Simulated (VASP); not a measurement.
# W (Fm-3m) in VASP: a series of runs, part 2 of 2

VASP 6.6.1. The steps go on from the part before.

## Step 3: Single point, r2SCAN (14.27 Å³/atom)

This run uses another cell than the first one, of 14.27 Å³/atom.

Input file POSCAR:

```
W
1.0
    0.0000000000      1.9252543787      1.9252543787
    1.9252543787      0.0000000000      1.9252543787
    1.9252543787      1.9252543787      0.0000000000
W
1
Direct
    0.0000000000      0.0000000000      0.0000000000
```

Input file INCAR.step1:

```
ALGO = Normal ; EDIFF = 1E-4
ENCUT = 520 ; GGA = PE
ISMEAR = -1 ; LASPH = T
LCHARG = F ; LREAL = F
LWAVE = T ; NBANDS = 13
NELM = 100 ; PREC = Accurate
SIGMA = 0.1
```

Input file INCAR.step2:

```
ALGO = Normal ; EDIFF = 1E-6
ENCUT = 520 ; ISIF = 2
ISMEAR = -1 ; ISTART = 1
LASPH = T ; LCHARG = T
LELF = T ; LMIXTAU = T
LREAL = F ; LVHAR = T
LWAVE = F ; METAGGA = R2SCAN
NBANDS = 13 ; NELM = 100
PREC = Accurate ; SIGMA = 0.1
```

Input file KPOINTS:

```
k-points
0
Gamma
  15 15 15
```

Potentials or basis: VASP PAW PBE potentials, release 64 (W_sv).

Launch:

```
cat potpaw_PBE.64/W_sv/POTCAR > POTCAR
cp INCAR.step1 INCAR
mpirun -np 1 vasp_std > vasp.out
cp INCAR.step2 INCAR
mpirun -np 1 vasp_std > vasp.out
```

OUTCAR:

```text
EDIFF = 1E-6
   ENCUT = 520
   ISIF = 2
   ISMEAR = -1
   ISTART = 1
   LASPH = T
   LREAL = F
   METAGGA = R2SCAN
   NELM = 100
   PREC = Accurate

 ion  position               nearest neighbor table
   1  0.000  0.000  0.000-

  LATTYP: Found a face centered cubic cell.
 ALAT       =     3.8505087574

  Lattice vectors:

 A1 = (   0.0000000000,   1.9252543787,   1.9252543787)
 A2 = (   1.9252543787,   0.0000000000,   1.9252543787)
 A3 = (   1.9252543787,   1.9252543787,   0.0000000000)

Analysis of symmetry for initial positions (statically):
=====================================================================
 Subroutine PRICEL returns:
 Original cell was already a primitive cell.

 Routine SETGRP: Setting up the symmetry group for a
 face centered cubic supercell.

 Subroutine GETGRP returns: Found 48 space group operations
 (whereof 48 operations were pure point group operations)
 out of a pool of 48 trial point group operations.

The static configuration has the point symmetry O_h .

Analysis of symmetry for dynamics (positions and initial velocities):
=====================================================================
 Subroutine PRICEL returns:
 Original cell was already a primitive cell.

 Routine SETGRP: Setting up the symmetry group for a
 face centered cubic supercell.

 Subroutine GETGRP returns: Found 48 space group operations
 (whereof 48 operations were pure point group operations)
 out of a pool of 48 trial point group operations.

The dynamic configuration has the point symmetry O_h .

 Subroutine INISYM returns: Found 48 space group operations
 (whereof 48 operations are pure point group operations),
 and found     1 'primitive' translations

----------------------------------------------------------------------------------------

                                     Primitive cell

  volume of cell :      14.2723

  direct lattice vectors                    reciprocal lattice vectors
     0.000000000  1.925254379  1.925254379    -0.259705941  0.259705941  0.259705941
     1.925254379  0.000000000  1.925254379     0.259705941 -0.259705941  0.259705941
     1.925254379  1.925254379  0.000000000     0.259705941  0.259705941 -0.259705941

  length of vectors
     2.722720853  2.722720853  2.722720853     0.449823885  0.449823885  0.449823885

  position of ions in fractional coordinates (direct lattice)
     0.000000000  0.000000000  0.000000000

  ion indices of the primitive-cell ions
   primitive index   ion index
                 1           1

----------------------------------------------------------------------------------------

 KPOINTS: k-points

Automatic generation of k-mesh.
 Grid dimensions read from file:
 generate k-points for:   15   15   15

 Generating k-lattice:

  Cartesian coordinates                     Fractional coordinates (reciprocal lattice)
    -0.017313729  0.017313729  0.017313729     0.066666667  0.000000000  0.000000000
     0.017313729 -0.017313729  0.017313729     0.000000000  0.066666667  0.000000000
     0.017313729  0.017313729 -0.017313729     0.000000000  0.000000000  0.066666667

  Length of vectors
     0.029988259  0.029988259  0.029988259

  Shift w.r.t. Gamma in fractional coordinates (k-lattice)
     0.000000000  0.000000000  0.000000000

 Subroutine IBZKPT returns following result:
 ===========================================

 Found    120 irreducible k-points:

 Following reciprocal coordinates:
            Coordinates               Weight
  0.000000  0.000000  0.000000      1.000000
  0.066667  0.000000  0.000000      8.000000
  0.133333  0.000000  0.000000      8.000000
  0.200000  0.000000  0.000000      8.000000
  0.266667  0.000000  0.000000      8.000000
  0.333333  0.000000  0.000000      8.000000
[... 16 lines left out ...]
  0.133333  0.133333  0.000000      6.000000
  0.200000  0.133333  0.000000     24.000000
 [... further k-points ...]
   k-points           NKPTS =    120   k-points in BZ     NKDIM =    120   number of bands    NBANDS=     13
   number of dos      NEDOS =    301   number of ions     NIONS =      1
   total plane-waves  NPLWV =   8000
   dimension x,y,z NGX =    20 NGY =   20 NGZ =   20
   dimension x,y,z NGXF=    40 NGYF=   40 NGZF=   40
   ions per type =               1
   NGX,Y,Z   is equivalent  to a cutoff of  12.21, 12.21, 12.21 a.u.
   NGXF,Y,Z  is equivalent  to a cutoff of  24.42, 24.42, 24.42 a.u.
 SYSTEM =  unknown system
   PREC   = accura    normal or accurate (medium, high low for compatibility)
   ISTART =      1    job   : 0-new  1-cont  2-samecut
   ICHARG =      0    charge: 1-file 2-atom 10-const
   ISPIN  =      1    spin polarized calculation?
   LNONCOLLINEAR =      F non collinear calculations
   LSORBIT =      F    spin-orbit coupling
   LASPH  =      T    aspherical Exc in radial PAW
   ENCUT  =  520.0 eV  38.22 Ry    6.18 a.u.   5.06  5.06  5.06*2*pi/ulx,y,z
   NELM   =    100;   NELMIN=  2; NELMDL=  0     # of ELM steps
   EDIFF  = 0.1E-05   stopping-criterion for ELM
   LREAL  =      F    real-space projection
   EDIFFG = 0.1E-04   stopping-criterion for IOM
   NSW    =      0    number of steps for IOM
   IBRION =     -1    ionic relax: 0-MD 1-quasi-New 2-CG
   NFREE  =      0    steps in history (QN), initial steepest desc. (CG)
   ISIF   =      2    stress and relaxation
   ISYM   =      2    0-nonsym 1-usesym 2-fastsym
   POTIM  = 0.5000    time-step for ionic-motion
   TEBEG  =    0.0;   TEEND  =   0.0 temperature during run
   PSTRESS=    0.0 pullay stress
   NELECT =      14.0000    total number of electrons
   NUPDOWN=      -1.0000    fix difference up-down
   EMIN   =  10.00;   EMAX   =-10.00  energy-range for DOS
   EFERMI =   0.00;   METHOD = LEGACY
   ISMEAR =    -1;   SIGMA  =   0.10  broadening in eV -4-tet -1-fermi 0-gaus
   EFERMI_NEDOS =   21; number of points for ismear=-14 and -15
   IALGO  =     38    algorithm
   IMIX   =      4    mixing-type and parameters
     AMIX     =   0.40;   BMIX     =  1.00
     AMIX_MAG =   1.60;   BMIX_MAG =  1.00
  volume/ion in A,a.u.               =      14.27        96.31
  Fermi-wavevector in a.u.,A,eV,Ry     =   1.626620  3.073866 35.999546  2.645892
  Thomas-Fermi vector in A             =   2.719549
   LORBIT       =      0    0 simple, 1 ext, 2 COOP (PROOUT), +10 PAW based schemes
   METAGGA = R2SCAN    functional components
   LHFCALC =     F    Hartree Fock is set to
   AEXX    =    0.0000 exact exchange contribution
   IVDW    =     0    specifies the selected vdW correction
   LEPSILON=     F    determine dielectric tensor
   LRPA    =     F    only Hartree local field effects (RPA)
 non-spin polarized calculation
  energy-cutoff  :      520.00
  volume of cell :       14.27
 maximum number of plane-waves:       392
   NGX = 11   NGY = 11   NGZ = 11

 number of electron      14.0000002 magnetization

 Free energy of the ion-electron system (eV)
  ---------------------------------------------------
  ext. energy  EPLUGINS =         0.00000000
  ---------------------------------------------------
  free energy    TOTEN  =       -50.53348560 eV

  energy without entropy =      -50.50429949  energy(sigma->0) =      -50.51889255

 E-fermi :  12.3560     XC(G=0): -15.6370

 val. band max:       12.3492258606   @ k =  -0.2000   0.0667   0.0000
 cond. band min:      12.3560090239   @ k =   0.2000   0.1333   0.0667
 fundamental gap:      0.0067831633
 Fermi energy:        12.3559750393

 k-point     1 :       0.0000    0.0000    0.0000
  band No.  band energies     occupation
      1     -63.0060      2.00000
      2     -25.6919      2.00000
      3     -25.6919      2.00000
      4     -25.6919      2.00000
      5       2.1748      2.00000
      6      11.5586      1.99931
      7      11.5586      1.99931
      8      11.5586      1.99931
      9      15.6393      0.00000
     10      15.6393      0.00000
     11      25.8538      0.00000
     12      32.2761      0.00000
     13      32.2761      0.00000
[... 353 lines left out ...]
 k-point    24 :       0.2000    0.1333    0.0000
  band No.  band energies     occupation
      1     -62.9280      2.00000
      2     -26.2663      2.00000
      3     -25.8679      2.00000
      4     -25.8523      2.00000
      5       4.1508      2.00000
      6       9.8651      2.00000
      7      12.5451      0.26219
      8      12.7309      0.04601
      9      13.7724      0.00000
     10      16.2712      0.00000
     11      29.5561      0.00000
     12      30.3563      0.00000
     13      33.9251      0.00000

 [... further k-points ...]

------------------------ aborting loop because EDIFF is reached ----------------------------------------

  FORCE on cell =-STRESS in cart. coord.  units (eV):
  Direction    XX          YY          ZZ          XY          YZ          ZX
  --------------------------------------------------------------------------------------
  -------------------------------------------------------------------------------------
  Total        4.4954947      4.4954947      4.4954947      0.0000000     -0.0000000      0.0000000
  in kB      504.6539918    504.6539918    504.6539918      0.0000000     -0.0000000      0.0000000
  external PRESSURE =     504.6539918 kB  Pullay stress =       0.0000000 kB

 VOLUME and BASIS-vectors are now :
 -----------------------------------------------------------------------------
  energy-cutoff  :      520.00
  volume of cell :       14.27
      direct lattice vectors                 reciprocal lattice vectors
     0.000000000  1.925254379  1.925254379    -0.259705941  0.259705941  0.259705941
     1.925254379  0.000000000  1.925254379     0.259705941 -0.259705941  0.259705941
     1.925254379  1.925254379  0.000000000     0.259705941  0.259705941 -0.259705941

 POSITION                                       TOTAL-FORCE (eV/Angst)
 -----------------------------------------------------------------------------------
      0.00000      0.00000      0.00000        -0.000000      0.000000      0.000000
 -----------------------------------------------------------------------------------
    total drift:                                0.000000      0.000000      0.000000

  FREE ENERGIE OF THE ION-ELECTRON SYSTEM (eV)
  ---------------------------------------------------
  free  energy   TOTEN  =       -50.5334856034 eV

  energy  without entropy=      -50.5042994921  energy(sigma->0) =      -50.51889255
```

OUTCAR.step1:

```text
EDIFF = 1E-4
   ENCUT = 520
   GGA = PE
   ISMEAR = -1
   LASPH = T
   LREAL = F
[... 597 lines left out ...]

 POSITION                                       TOTAL-FORCE (eV/Angst)
 -----------------------------------------------------------------------------------
      0.00000      0.00000      0.00000        -0.000000     -0.000000     -0.000000
 -----------------------------------------------------------------------------------
    total drift:                                0.000000      0.000000      0.000000

  FREE ENERGIE OF THE ION-ELECTRON SYSTEM (eV)
  ---------------------------------------------------
  free  energy   TOTEN  =       -12.1606564115 eV

  energy  without entropy=      -12.1311139652  energy(sigma->0) =      -12.14588519
```

OSZICAR.step1:

```text
N       E                     dE             d eps       ncg     rms          rms(c)
DAV:   1     0.850850069373E+02    0.85085E+02   -0.74044E+03  3165   0.125E+03
DAV:   2    -0.110537622570E+02   -0.96139E+02   -0.92201E+02  3445   0.320E+02
DAV:   3    -0.126493248710E+02   -0.15956E+01   -0.15873E+01  3465   0.398E+01
DAV:   4    -0.126550716826E+02   -0.57468E-02   -0.57465E-02  3485   0.263E+00
DAV:   5    -0.126551119411E+02   -0.40259E-04   -0.40259E-04  3547   0.208E-01    0.247E+01
DAV:   6    -0.122784681037E+02    0.37664E+00   -0.28018E-01  3340   0.725E+00    0.110E+01
DAV:   7    -0.121644629052E+02    0.11401E+00   -0.17398E-01  3420   0.544E+00    0.395E-01
DAV:   8    -0.121606482760E+02    0.38146E-02   -0.41651E-03  3175   0.872E-01    0.401E-02
DAV:   9    -0.121606564115E+02   -0.81355E-05   -0.41858E-05  2520   0.816E-02
   1 F= -.12160656E+02 E0= -.12145885E+02  d E =-.295424E-01
```

It took 29 s on 1 thread of Intel Xeon 6975P-C (Granite Rapids), shared host; peak memory 0.14 GiB.

What came out:

```
Free energy            : -50.5335 eV
Pressure               : 50.5 GPa
Band gap on the k mesh : zero (bands 7 and 8 overlap by 4.57 eV)
```

Caveat: the cell stands under pressure; the PAW data sets were made with another functional, which shifts forces and pressure a little; spin-orbit coupling is left out, which moves the levels of the heavy elements.

## Step 4: Single point, r2SCAN (14.92 Å³/atom)

This run uses another cell than the first one, of 14.92 Å³/atom.

Input file POSCAR:

```
W
1.0
    0.0000000000      1.9539937557      1.9539937557
    1.9539937557      0.0000000000      1.9539937557
    1.9539937557      1.9539937557      0.0000000000
W
1
Direct
    0.0000000000      0.0000000000      0.0000000000
```

Input file INCAR.step1:

```
SYSTEM = W
PREC = Accurate
ENCUT = 520
ISMEAR = -1
SIGMA = 0.1
LREAL = .False.
LASPH = .True.
NELM = 80
NBANDS = 13
GGA = PE
ALGO = Normal
EDIFF = 1E-4
LWAVE = .True.
LCHARG = .False.
```

Input file INCAR.step2:

```
SYSTEM = W
PREC = Accurate
ENCUT = 520
EDIFF = 1E-7
ISMEAR = -1
SIGMA = 0.1
LREAL = .False.
LASPH = .True.
NELM = 80
ALGO = Normal
ISIF = 2
LWAVE = .False.
LCHARG = .False.
METAGGA = R2SCAN
LMIXTAU = .True.
NBANDS = 13
ISTART = 1
```

Input file KPOINTS:

```
regular mesh
0
Gamma
  15 15 15
  0 0 0
```

Launch:

```
cat potpaw_PBE.64/W_sv/POTCAR > POTCAR
cp INCAR.step1 INCAR
mpirun -np 1 vasp_std > vasp.out
cp INCAR.step2 INCAR
mpirun -np 1 vasp_std > vasp.out
```

It took 32 s on 1 thread of Intel Xeon 6975P-C (Granite Rapids), shared host; peak memory 0.15 GiB.

The run converged. Its results:

```
Free energy            : -50.6967 eV
Pressure               : 30.6 GPa
Band gap on the k mesh : zero (bands 7 and 8 overlap by 4.14 eV)
```

Levels at points of the mesh, in eV from the Fermi level:
```tsv
k point	band 5	band 6	band 7	band 8	band 9	band 10
(0.00, 0.00, 0.00)	-9.97	-0.73	-0.73	-0.73	3.12	3.12
```

Caveat: the cell stands under pressure; the PAW data sets were made with another functional, which shifts forces and pressure a little; spin-orbit coupling is left out, which moves the levels of the heavy elements.

## Step 5: The runs side by side

```csv
cell,k mesh,gap on the mesh (eV),pressure (GPa)
"a = 2.841 Å, angles 60.0°, 1 atom",14 × 14 × 14,none,1.2
"a = 2.723 Å, angles 60.0°, 1 atom",15 × 15 × 15,none,50.5
"a = 2.763 Å, angles 60.0°, 1 atom",15 × 15 × 15,none,30.6
```

Alike in all rows: task single point; level r2SCAN; potentials or basis VASP PAW PBE potentials, release 64 (W_sv); no spin polarisation; cutoff (eV) 520; smearing fermi-dirac 0.1 eV.

Caveats: the PAW data sets were made with another functional, which shifts forces and pressure a little; spin-orbit coupling is left out, which moves the levels of the heavy elements; the cell stands under pressure (at least some runs).

Absolute energies hang on the potentials; compare differences alone.
